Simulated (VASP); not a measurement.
Input of a VASP 6.6.1 run:

The input INCAR:

```
PREC = Accurate
ENCUT = 520
EDIFF = 1E-6
ISMEAR = 0
SIGMA = 0.1
LREAL = F
LASPH = T
NELM = 80
ALGO = Normal
ISIF = 2
LWAVE = F
LCHARG = F
GGA = PE
NBANDS = 19
```

The input KPOINTS:

```
Automatic mesh
0
Gamma
  12 12 12
```

Contents of POSCAR:

```
SnAs2
1.0
    0.0000000000      3.3732426108      3.3732426108
    3.3732426108      0.0000000000      3.3732426108
    3.3732426108      3.3732426108      0.0000000000
Sn As
1 2
Direct
    0.0000000000      0.0000000000      0.0000000000
    0.2500000000      0.2500000000      0.2500000000
    0.7500000000      0.7500000000      0.7500000000
```

Potentials or basis: VASP PAW PBE potentials, release 64 (Sn_d, As).

Command:

```bash
$ cat potpaw_PBE.64/Sn_d/POTCAR potpaw_PBE.64/As/POTCAR > POTCAR
$ mpirun -np 1 vasp_std > vasp.out
```

(1) Predict the pressure.

(2) Estimate the band gap on the k mesh.

## Answers

(1) 0.0 GPa.

(2) zero (bands 12 and 13 overlap by 3.00 eV).

Caveat: spin-orbit coupling is left out, which moves the levels of the heavy elements.
